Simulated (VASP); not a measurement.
CaF2: density of states with PBEsol

The system is CaF2.

```xyz
3
Lattice="0.0000 2.7552 2.7552 2.7552 0.0000 2.7552 2.7552 2.7552 0.0000" Properties=species:S:1:pos:R:3 pbc="T T T"
Ca    0.0000    0.0000    0.0000
F     1.3776    1.3776    1.3776
F     4.1328    4.1328    4.1328
```

| Item | Value |
| --- | --- |
| Program | VASP 6.6.1 |
| Task | density of states |
| Functional | PBEsol |
| Potentials or basis | VASP PAW PBE potentials, release 64 (Ca_sv, F) |
| Cutoff | 520 eV |
| k mesh | 8 × 8 × 8 |
| Occupations | gaussian, width 0.02 eV |
| Spin | no spin polarisation |
| Dipole correction | no |
| k mesh for the DOS | 12 × 12 × 12 |
| Occupations for the DOS | tetrahedron |
| Further INCAR settings | ALGO = Normal; EDIFF = 1e-06 |

The valence electrons inside the program's atomic spheres are Ca 8.09; F 6.10.

Levels at points of the mesh, in eV from the valence-band top:
| k point | band 9 | band 10 | band 11 | band 12 | band 13 | band 14 | band 15 | band 16 |
| --- | --- | --- | --- | --- | --- | --- | --- | --- |
| (0.00, 0.00, 0.00) | -2.06 | -0.25 | -0.25 | -0.25 | 6.94 | 9.02 | 9.02 | 11.02 |
| (0.50, 0.00, 0.00) | -1.28 | -1.23 | -0.83 | -0.83 | 9.23 | 9.23 | 9.53 | 10.41 |
| (0.50, 0.50, 0.00) | -1.63 | -0.36 | -0.36 | 0.00 | 7.95 | 9.32 | 9.93 | 10.68 |

Run time: 32 s on 1 thread of AMD EPYC 9R45 96-Core Processor (Zen 5), with other jobs on the host, peak memory 0.16 GiB.
